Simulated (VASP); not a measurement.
## ZnSe (zincblende type): single point with r2SCAN

ZnSe (zincblende type):

```
CELL_PARAMETERS angstrom
0.00000 2.62911 2.62911
2.62911 0.00000 2.62911
2.62911 2.62911 0.00000
ATOMIC_POSITIONS crystal
Zn 0.00000 0.00000 0.00000
Se 0.25000 0.25000 0.25000
```

This cell differs from its parent crystal: volume scaled by 0.8.

| Quantity | Value |
| --- | --- |
| Program | VASP 6.6.1 |
| Task | single point |
| Functional | r2SCAN |
| Potentials or basis | VASP PAW PBE potentials, release 64 (Zn, Se) |
| Cutoff | 520 eV |
| k mesh | 11 × 11 × 11 |
| Occupations | fermi-dirac, width 0.05 eV |
| Spin | no spin polarisation |

* Pressure: 24.3 GPa
* Band gap on the k mesh: 2.78 eV, indirect (least direct gap 2.92 eV)

Levels at points of the mesh, in eV from the valence-band top:
```
           k point  band 7  band 8  band 9  band 10  band 11  band 12
(0.00, 0.00, 0.00)    0.00    0.00    0.00     2.92     6.12     6.12
```

Run time: 50 s on 1 thread of Intel(R) Xeon(R) 6975P-C (Granite Rapids) (shared host), peak memory 0.18 GiB.

Caveat: the PAW data sets were made with another functional, which shifts forces and pressure a little. A k mesh can miss the band edges.
